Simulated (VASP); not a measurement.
# GaN (P6_3mc) in VASP: single point with PBE

Aim: the single point of GaN with PBE.

All numbers are computed with VASP 6.6.1; they aren't measurements. Logs are shortened: lines on timing, memory, paths and dates and some standing lists are left out, and cuts for length are marked.

**1. The cell of the first run**

It takes space group P6_3mc (No. 186, hexagonal). The conventional cell has a = 3.183 Å, b = 3.183 Å, c = 5.184 Å, α = 90.00°, β = 90.00°, γ = 120.00°. Ga (site symmetry 3m) has 4 N at 1.95 Å within 2.6 Å. Within 2.6 Å of N (site symmetry 3m) lie 4 Ga at 1.95 Å.

**2. Single point, PBE, non-collinear spin, zero start, spin-orbit coupling**

INCAR

```
SYSTEM = GaN
PREC = Accurate
ENCUT = 520
EDIFF = 1E-7
ISMEAR = 0
SIGMA = 0.01
LREAL = .False.
LASPH = .True.
NELM = 150
ALGO = Normal
ISIF = 2
LWAVE = .False.
LCHARG = .False.
MAGMOM = 0 0 0 0 0 0 0 0 0 0 0 0
LORBIT = 11
LSORBIT = .True.
GGA_COMPAT = .False.
LORBMOM = .True.
GGA = PE
NBANDS = 50
```

KPOINTS

```
regular mesh
0
Gamma
  12 12 6
  0 0 0
```

POSCAR

```
GaN
1.0
    3.1831494038      0.0000000000      0.0000000000
   -1.5915747019      2.7566882477      0.0000000000
    0.0000000000      0.0000000000      5.1836255107
Ga N
2 2
Direct
    0.3333333333      0.6666666667     -0.0008868064
    0.6666666667      0.3333333333      0.4991131936
    0.3333333333      0.6666666667      0.3758868064
    0.6666666667      0.3333333333      0.8758868064
```

Potentials or basis: VASP PAW PBE potentials, release 64 (Ga_d, N).

Run with:

```console
cat potpaw_PBE.64/Ga_d/POTCAR potpaw_PBE.64/N/POTCAR > POTCAR
mpirun -np 1 vasp_ncl > vasp.out
```

OUTCAR:

```text
SYSTEM = GaN
   PREC = Accurate
   ENCUT = 520
   EDIFF = 1E-7
   ISMEAR = 0
   LREAL = .False.
   LASPH = .True.
   NELM = 150
   ISIF = 2
   LORBIT = 11
   LSORBIT = .True.
   GGA = PE

 ion  position               nearest neighbor table
   1  0.333  0.667  0.999-   4 1.95   4 1.95   4 1.95   3 1.95
   2  0.667  0.333  0.499-   3 1.95   3 1.95   3 1.95   4 1.95
   3  0.333  0.667  0.376-   2 1.95   2 1.95   2 1.95   1 1.95
   4  0.667  0.333  0.876-   1 1.95   1 1.95   1 1.95   2 1.95

  LATTYP: Found a hexagonal cell.
 ALAT       =     3.1831494038
 C/A-ratio  =     1.6284581253

  Lattice vectors:

 A1 = (   3.1831494038,   0.0000000000,   0.0000000000)
 A2 = (  -1.5915747019,   2.7566882477,   0.0000000000)
 A3 = (   0.0000000000,   0.0000000000,   5.1836255107)

Analysis of symmetry for initial positions (statically):
=====================================================================
 Subroutine PRICEL returns:
 Original cell was already a primitive cell.

 Routine SETGRP: Setting up the symmetry group for a
 hexagonal supercell.

 Subroutine GETGRP returns: Found 12 space group operations
 (whereof  6 operations were pure point group operations)
 out of a pool of 24 trial point group operations.

The static configuration has the point symmetry C_3v.
 The point group associated with its full space group is C_6v.

Analysis of symmetry for dynamics (positions and initial velocities):
=====================================================================
 Subroutine PRICEL returns:
 Original cell was already a primitive cell.

 Routine SETGRP: Setting up the symmetry group for a
 hexagonal supercell.

 Subroutine GETGRP returns: Found 12 space group operations
 (whereof  6 operations were pure point group operations)
 out of a pool of 24 trial point group operations.

The dynamic configuration has the point symmetry C_3v.
 The point group associated with its full space group is C_6v.

Analysis of structural, dynamic, and magnetic symmetry:
=====================================================================
 Subroutine PRICEL returns:
 Original cell was already a primitive cell.

 Routine SETGRP: Setting up the symmetry group for a
 hexagonal supercell.

 Subroutine GETGRP returns: Found 12 space group operations
 (whereof  6 operations were pure point group operations)
 out of a pool of 24 trial point group operations.

The overall configuration has the point symmetry C_3v.
 The point group associated with its full space group is C_6v.

 Subroutine INISYM returns: Found 12 space group operations
 (whereof  6 operations are pure point group operations),
 and found     1 'primitive' translations

----------------------------------------------------------------------------------------

                                     Primitive cell

  volume of cell :      45.4861

  direct lattice vectors                    reciprocal lattice vectors
     3.183149404  0.000000000  0.000000000     0.314154277  0.181377056  0.000000000
    -1.591574702  2.756688248  0.000000000     0.000000000  0.362754113  0.000000000
     0.000000000  0.000000000  5.183625511     0.000000000  0.000000000  0.192915171

  length of vectors
     3.183149404  3.183149404  5.183625511     0.362754113  0.362754113  0.192915171

  position of ions in fractional coordinates (direct lattice)
     0.333333333  0.666666667  0.999113194
     0.666666667  0.333333333  0.499113194
     0.333333333  0.666666667  0.375886806
     0.666666667  0.333333333  0.875886806

  ion indices of the primitive-cell ions
   primitive index   ion index
                 1           1
                 2           2
                 3           3
                 4           4

----------------------------------------------------------------------------------------

 KPOINTS: regular mesh

Automatic generation of k-mesh.
 Grid dimensions read from file:
 generate k-points for:   12   12    6

[... 111 lines left out ...]
  ---------------------------------------------------
  free energy    TOTEN  =       -24.30805389 eV

  energy without entropy =      -24.30805389  energy(sigma->0) =      -24.30805389

 E-fermi :   5.4799     XC(G=0): -11.6932

 val. band max:        5.3688497101   @ k =   0.0000   0.0000   0.0000
 cond. band min:       7.3080917519   @ k =   0.0000   0.0000   0.0000
 fundamental gap:      1.9392420418
 Fermi energy:         5.4798820689

 k-point     1 :       0.0000    0.0000    0.0000
  band No.  band energies     occupation
      1     -10.6507      1.00000
      2     -10.6507      1.00000
      3      -9.7248      1.00000
      4      -9.7248      1.00000
      5      -8.2647      1.00000
      6      -8.2647      1.00000
[... 1213 lines left out ...]
     47      15.9329      0.00000
     48      15.9347      0.00000

 [... further k-points ...]

 [bands above 48 left out]

------------------------ aborting loop because EDIFF is reached ----------------------------------------

  FORCE on cell =-STRESS in cart. coord.  units (eV):
  Direction    XX          YY          ZZ          XY          YZ          ZX
  --------------------------------------------------------------------------------------
  -------------------------------------------------------------------------------------
  Total        1.7593444      1.7593444      1.7959811      0.0000000      0.0000000      0.0000000
  in kB       61.9702375     61.9702375     63.2607080      0.0000000      0.0000000      0.0000000
  external PRESSURE =      62.4003943 kB  Pullay stress =       0.0000000 kB

 VOLUME and BASIS-vectors are now :
 -----------------------------------------------------------------------------
  energy-cutoff  :      520.00
  volume of cell :       45.49
      direct lattice vectors                 reciprocal lattice vectors
     3.183149404  0.000000000  0.000000000     0.314154277  0.181377056  0.000000000
    -1.591574702  2.756688248  0.000000000     0.000000000  0.362754113  0.000000000
     0.000000000  0.000000000  5.183625511     0.000000000  0.000000000  0.192915171

 POSITION                                       TOTAL-FORCE (eV/Angst)
 -----------------------------------------------------------------------------------
     -0.00000      1.83779      5.17903        -0.000000      0.000000      0.004616
      1.59157      0.91890      2.58722         0.000000     -0.000000      0.004616
     -0.00000      1.83779      1.94846        -0.000000     -0.000000     -0.004616
      1.59157      0.91890      4.54027         0.000000      0.000000     -0.004616
 -----------------------------------------------------------------------------------
    total drift:                               -0.000000      0.000000     -0.001041

  FREE ENERGIE OF THE ION-ELECTRON SYSTEM (eV)
  ---------------------------------------------------
  free  energy   TOTEN  =       -24.3080538856 eV

  energy  without entropy=      -24.3080538856  energy(sigma->0) =      -24.30805389

 orbital moment (x)

 # of ion     p       d       tot
 ----------------------------------------
  1         0.000   0.000   0.000
  2         0.000  -0.000  -0.000
  3        -0.000   0.000  -0.000
  4         0.000   0.000   0.000
 ----------------------------------------
           -0.000  -0.000  -0.000

 orbital moment (y)

 # of ion     p       d       tot
 ----------------------------------------
  1         0.000  -0.000  -0.000
  2        -0.000   0.000   0.000
  3        -0.000   0.000  -0.000
  4        -0.000   0.000  -0.000
 ----------------------------------------
           -0.000   0.000  -0.000

 orbital moment (z)

 # of ion     p       d       tot
 ----------------------------------------
  1         0.000   0.000   0.000
  2         0.000  -0.000  -0.000
  3        -0.000   0.000  -0.000
  4         0.000   0.000   0.000
 ----------------------------------------
            0.000  -0.000   0.000

 Spin-Orbit-Coupling matrix elements

 Ion:    1  E_soc:     -0.0107727
 l=   1
     0.0000000    -0.0009732    -0.0009800
    -0.0009732     0.0000000    -0.0009732
    -0.0009800    -0.0009732     0.0000000
 l=   2
     0.0000000    -0.0001624     0.0000000    -0.0001624    -0.0006613
    -0.0001624     0.0000000    -0.0004947    -0.0001597    -0.0001624
     0.0000000    -0.0004947     0.0000000    -0.0004947     0.0000000
    -0.0001624    -0.0001597    -0.0004947     0.0000000    -0.0001624
    -0.0006613    -0.0001624     0.0000000    -0.0001624     0.0000000
 l=   3
     0.0000000     0.0000000     0.0000000     0.0000000     0.0000000     0.0000000     0.0000000
     0.0000000     0.0000000     0.0000000     0.0000000     0.0000000     0.0000000     0.0000000
     0.0000000     0.0000000     0.0000000     0.0000000     0.0000000     0.0000000     0.0000000
     0.0000000     0.0000000     0.0000000     0.0000000     0.0000000     0.0000000     0.0000000
[... 49 lines left out ...]
 l=   2
     0.0000000     0.0000000     0.0000000     0.0000000     0.0000000
     0.0000000     0.0000000     0.0000000     0.0000000     0.0000000
     0.0000000     0.0000000     0.0000000     0.0000000     0.0000000
     0.0000000     0.0000000     0.0000000     0.0000000     0.0000000
     0.0000000     0.0000000     0.0000000     0.0000000     0.0000000
 l=   3
     0.0000000     0.0000000     0.0000000     0.0000000     0.0000000     0.0000000     0.0000000
     0.0000000     0.0000000     0.0000000     0.0000000     0.0000000     0.0000000     0.0000000
     0.0000000     0.0000000     0.0000000     0.0000000     0.0000000     0.0000000     0.0000000
     0.0000000     0.0000000     0.0000000     0.0000000     0.0000000     0.0000000     0.0000000
     0.0000000     0.0000000     0.0000000     0.0000000     0.0000000     0.0000000     0.0000000
     0.0000000     0.0000000     0.0000000     0.0000000     0.0000000     0.0000000     0.0000000
     0.0000000     0.0000000     0.0000000     0.0000000     0.0000000     0.0000000     0.0000000

 total charge

# of ion       s       p       d       tot
------------------------------------------
    1        0.788   0.902  10.183  11.873
    2        0.788   0.902  10.183  11.873
    3        1.224   2.527   0.000   3.751
    4        1.224   2.527   0.000   3.751
--------------------------------------------------
tot          4.024   6.858  20.365  31.247

 magnetization (x)

# of ion       s       p       d       tot
------------------------------------------
    1       -0.000   0.000  -0.000   0.000
    2        0.000  -0.000   0.000  -0.000
    3       -0.000   0.000   0.000   0.000
    4        0.000   0.000   0.000   0.000
--------------------------------------------------
tot         -0.000   0.000   0.000   0.000

 magnetization (y)

# of ion       s       p       d       tot
------------------------------------------
    1        0.000   0.000   0.000   0.000
    2        0.000   0.000   0.000   0.000
    3        0.000  -0.000   0.000  -0.000
    4        0.000   0.000   0.000   0.000
--------------------------------------------------
tot          0.000  -0.000   0.000  -0.000

 magnetization (z)

# of ion       s       p       d       tot
------------------------------------------
    1        0.000   0.000   0.000   0.000
    2        0.000   0.000   0.000   0.000
    3        0.000   0.000   0.000   0.000
    4       -0.000   0.000   0.000  -0.000
--------------------------------------------------
tot         -0.000   0.000   0.000   0.000
```

Run time: 13 min. Hardware: 1 thread of Intel Xeon 8259CL, shared host; peak memory 0.49 GiB.

What came out:

* Free energy: -24.3081 eV
* Pressure: 6.2 GPa
* Largest force: 0.005 eV/Å
* Net moment: 0.00 μB per cell
* Valence electrons inside the program's atomic spheres: Ga 11.87; N 3.75

Forces on the atoms (eV/Å):
```
Ga   0.000  0.000  0.005
Ga   0.000  0.000  0.005
N    0.000  0.000 -0.005
N    0.000  0.000 -0.005
```

Stress tensor (GPa, compression positive):
```
6.20 0.00 0.00
0.00 6.20 0.00
0.00 0.00 6.33
```

Moments on the atoms (μB; x, y, z):
```
Ga  0.00 0.00 0.00
Ga  0.00 0.00 0.00
N   0.00 0.00 0.00
N   0.00 0.00 0.00
```
